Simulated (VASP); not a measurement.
# Cd3Cl3O (Pm-3m) in VASP: a series of runs, part 2 of 2

VASP 6.6.1.

## Step 3: Single point, PBE

INCAR reads:

```
  ALGO = Normal
  EDIFF = 1E-6
  ENCUT = 520
  GGA = PE
  ISIF = 2
  ISMEAR = 0
  LASPH = True
  LCHARG = False
  LREAL = False
  LWAVE = False
  NBANDS = 40
  NELM = 100
  PREC = Accurate
  SIGMA = 0.1
```

KPOINTS reads:

```
k-points
0
Gamma
  4 4 4
```

POSCAR reads:

```
Cd3Cl3O
1.0
    5.3565520834      0.0000000000      0.0000000000
    0.0000000000      5.3565520834      0.0000000000
    0.0000000000      0.0000000000      5.3565520834
Cd Cl O
3 3 1
Direct
    0.5000000000      0.5000000000      0.0000000000
    0.0000000000      0.5000000000      0.5000000000
    0.5000000000      0.0000000000      0.5000000000
    0.5000000000      0.0000000000      0.0000000000
    0.0000000000      0.5000000000      0.0000000000
    0.0000000000      0.0000000000      0.5000000000
    0.5000000000      0.5000000000      0.5000000000
```

Potentials or basis: VASP PAW PBE potentials, release 64 (Cd, Cl, O).

Started as:

```bash
$ cat potpaw_PBE.64/Cd/POTCAR potpaw_PBE.64/Cl/POTCAR potpaw_PBE.64/O/POTCAR > POTCAR
$ mpirun -np 1 vasp_std > vasp.out
```

OUTCAR:

```text
EDIFF = 1E-6
   ENCUT = 520
   GGA = PE
   ISIF = 2
   ISMEAR = 0
   LASPH = True
   LREAL = False
   NELM = 100
   PREC = Accurate

 ion  position               nearest neighbor table
   1  0.500  0.500  0.000-   4 2.68   5 2.68   7 2.68   7 2.68   4 2.68   5 2.68
   2  0.000  0.500  0.500-   5 2.68   6 2.68   7 2.68   5 2.68   6 2.68   7 2.68
   3  0.500  0.000  0.500-   4 2.68   6 2.68   7 2.68   4 2.68   7 2.68   6 2.68
   4  0.500  0.000  0.000-   1 2.68   3 2.68   3 2.68   1 2.68
   5  0.000  0.500  0.000-   1 2.68   2 2.68   2 2.68   1 2.68
[... 625 lines left out ...]
  Total        0.1713905      0.1713905      0.1713905      0.0000000     -0.0000000      0.0000000
  in kB        1.7866579      1.7866579      1.7866579      0.0000000     -0.0000000      0.0000000
  external PRESSURE =       1.7866579 kB  Pullay stress =       0.0000000 kB

 VOLUME and BASIS-vectors are now :
 -----------------------------------------------------------------------------
  energy-cutoff  :      520.00
  volume of cell :      153.69
      direct lattice vectors                 reciprocal lattice vectors
     5.356552083  0.000000000  0.000000000     0.186687254  0.000000000  0.000000000
     0.000000000  5.356552083  0.000000000     0.000000000  0.186687254  0.000000000
     0.000000000  0.000000000  5.356552083     0.000000000  0.000000000  0.186687254

 POSITION                                       TOTAL-FORCE (eV/Angst)
 -----------------------------------------------------------------------------------
      2.67828      2.67828      0.00000         0.000000      0.000000      0.000000
      0.00000      2.67828      2.67828         0.000000      0.000000      0.000000
      2.67828      0.00000      2.67828         0.000000      0.000000      0.000000
      2.67828      0.00000      0.00000         0.000000      0.000000      0.000000
      0.00000      2.67828      0.00000         0.000000      0.000000      0.000000
      0.00000      0.00000      2.67828         0.000000      0.000000      0.000000
      2.67828      2.67828      2.67828         0.000000      0.000000      0.000000
 -----------------------------------------------------------------------------------
    total drift:                                0.000000      0.000000     -0.000000

  FREE ENERGIE OF THE ION-ELECTRON SYSTEM (eV)
  ---------------------------------------------------
  free  energy   TOTEN  =       -17.6654137343 eV

  energy  without entropy=      -17.6537658271  energy(sigma->0) =      -17.65958978
```

stdout:

```text
POSCAR found type information on POSCAR CdClO
 POSCAR found :  3 types and       7 ions
 scaLAPACK will be used
 LDA part: xc-table for (Slater+PW92), standard interpolation
 POSCAR, INCAR and KPOINTS ok, starting setup
 FFT: planning ... GRIDC
 FFT: planning ... GRID_SOFT
 FFT: planning ... GRID
 WAVECAR not read
 entering main loop
```

Run time: 24 s. Hardware: 1 thread of Intel Xeon 6975P-C (Granite Rapids), shared host; peak memory 0.25 GiB.

What came out:

```yaml
Free_energy: -17.6654 eV
Pressure: 0.2 GPa
Band_gap_on_the_k_mesh: zero (an odd number of electrons rules out a gap without spin polarisation)
```

Levels at points of the mesh, in eV from the Fermi level:
| k point | band 28 | band 29 | band 30 | band 31 | band 32 | band 33 | band 34 | band 35 |
| --- | --- | --- | --- | --- | --- | --- | --- | --- |
| (0.00, 0.00, 0.00) | -4.15 | -2.94 | -2.94 | -2.94 | -2.39 | -0.89 | -0.89 | 4.50 |
| (0.50, 0.00, 0.00) | -4.18 | -3.78 | -3.02 | -3.02 | 0.35 | 0.40 | 1.37 | 4.41 |
| (0.50, 0.50, 0.00) | -3.74 | -3.13 | -2.55 | -2.55 | 1.85 | 1.85 | 1.92 | 3.49 |
| (0.50, 0.50, 0.50) | -3.65 | -2.31 | -2.31 | -2.31 | 0.79 | 2.61 | 2.61 | 2.61 |

Caveat: an odd number of electrons without spin polarisation forces a metal; a magnetic or distorted state may lie lower.

## Step 4: Single point, PBE

This run uses another cell than the first one, of 24.24 Å³/atom.

INCAR reads:

```
SYSTEM = Cd3Cl3O
ALGO = Normal ; EDIFF = 1E-6
ENCUT = 520 ; GGA = PE
ISIF = 2 ; ISMEAR = 0
LASPH = .True. ; LCHARG = .False.
LREAL = .False. ; LWAVE = .False.
NBANDS = 40 ; NELM = 60
PREC = Accurate ; SIGMA = 0.1
```

KPOINTS reads:

```
k-points
0
Gamma
  4 4 4
  0 0 0
```

POSCAR, as its differences from that of step 3:

```diff
@@ -2,5 +2,5 @@
 1.0
-    5.3565520834      0.0000000000      0.0000000000
-    0.0000000000      5.3565520834      0.0000000000
-    0.0000000000      0.0000000000      5.3565520834
+    5.5360150000      0.0000000000      0.0000000000
+    0.0000000000      5.5360150000      0.0000000000
+    0.0000000000      0.0000000000      5.5360150000
 Cd Cl O
```

Started as:

```bash
$ cat potpaw_PBE.64/Cd/POTCAR potpaw_PBE.64/Cl/POTCAR potpaw_PBE.64/O/POTCAR > POTCAR
$ mpirun -np 1 vasp_std > vasp.out
```

Run time: 30 s. Hardware: 1 thread of Intel Xeon 6975P-C (Granite Rapids), shared host; peak memory 0.28 GiB.

The run converged. Its results:

- Free energy: -17.4589 eV
- Pressure: -4.0 GPa
- Band gap on the k mesh: zero (an odd number of electrons rules out a gap without spin polarisation)

Levels at points of the mesh, in eV from the Fermi level:
| k point | band 29 | band 30 | band 31 | band 32 | band 33 | band 34 |
| --- | --- | --- | --- | --- | --- | --- |
| (0.00, 0.00, 0.00) | -2.45 | -2.45 | -2.45 | -2.29 | -0.80 | -0.80 |
| (0.50, 0.00, 0.00) | -3.32 | -2.52 | -2.52 | 0.22 | 0.38 | 1.18 |
| (0.50, 0.50, 0.00) | -2.62 | -2.23 | -2.23 | 1.62 | 1.62 | 1.77 |
| (0.50, 0.50, 0.50) | -1.99 | -1.99 | -1.99 | 1.17 | 2.80 | 2.80 |

Caveat: the cell stands under tension; an odd number of electrons without spin polarisation forces a metal; a magnetic or distorted state may lie lower.

## Step 5: Single point, PBE

INCAR reads:

```
SYSTEM = Cd3Cl3O
PREC = Accurate
ENCUT = 520
EDIFF = 1E-7
ISMEAR = 0
SIGMA = 0.1
LREAL = .FALSE.
LASPH = .TRUE.
NELM = 100
ALGO = Normal
ISIF = 2
LWAVE = .FALSE.
LCHARG = .FALSE.
GGA = PE
NBANDS = 40
```

KPOINTS reads:

```
Automatic mesh
0
G
  8 8 8
  0 0 0
```

POSCAR, as its differences from that of step 4:

```diff
@@ -2,5 +2,5 @@
 1.0
-    5.5360150000      0.0000000000      0.0000000000
-    0.0000000000      5.5360150000      0.0000000000
-    0.0000000000      0.0000000000      5.5360150000
+    5.3534268700      0.0000000000      0.0000000000
+    0.0000000000      5.3534268700      0.0000000000
+    0.0000000000      0.0000000000      5.3534268700
 Cd Cl O
```

Started as:

```bash
$ cat potpaw_PBE.64/Cd/POTCAR potpaw_PBE.64/Cl/POTCAR potpaw_PBE.64/O/POTCAR > POTCAR
$ mpirun -np 1 vasp_std > vasp.out
```

Run time: 82 s. Hardware: 1 thread of Intel Xeon 6975P-C (Granite Rapids), shared host; peak memory 0.35 GiB.

Results (log left out):

```yaml
Free_energy: -17.6605 eV
Pressure: 0.3 GPa
Band_gap_on_the_k_mesh: zero (an odd number of electrons rules out a gap without spin polarisation)
```

Levels at points of the mesh, in eV from the Fermi level:
```
           k point  band 28  band 29  band 30  band 31  band 32  band 33  band 34  band 35
(0.00, 0.00, 0.00)    -4.21    -3.01    -3.01    -3.01    -2.45    -0.94    -0.94     4.43
(0.50, 0.00, 0.00)    -4.24    -3.85    -3.09    -3.09     0.30     0.34     1.32     4.36
(0.50, 0.50, 0.00)    -3.80    -3.21    -2.62    -2.62     1.80     1.80     1.87     3.44
(0.50, 0.50, 0.50)    -3.71    -2.38    -2.38    -2.38     0.73     2.55     2.55     2.55
```

Caveat: an odd number of electrons without spin polarisation forces a metal; a magnetic or distorted state may lie lower.

## Step 6: Overview

```csv
cell,k mesh,smearing,gap on the mesh (eV),pressure (GPa)
"a = 5.353 Å, 7 atoms",4 × 4 × 4,gaussian 0.2 eV,none,0.3
"a = 5.357 Å, 7 atoms",4 × 4 × 4,gaussian 0.1 eV,none,0.2
"a = 5.536 Å, 7 atoms",4 × 4 × 4,gaussian 0.1 eV,none,-4.0
"a = 5.353 Å, 7 atoms",8 × 8 × 8,gaussian 0.1 eV,none,0.3
```

Alike in all rows: task single point; level PBE; potentials or basis VASP PAW PBE potentials, release 64 (Cd, Cl, O); no spin polarisation; cutoff (eV) 520.

Caveats: an odd number of electrons without spin polarisation forces a metal; a magnetic or distorted state may lie lower; the cell stands under tension (at least some runs).

Total energies depend on the potentials used, so only differences within one code and one set of settings carry meaning.
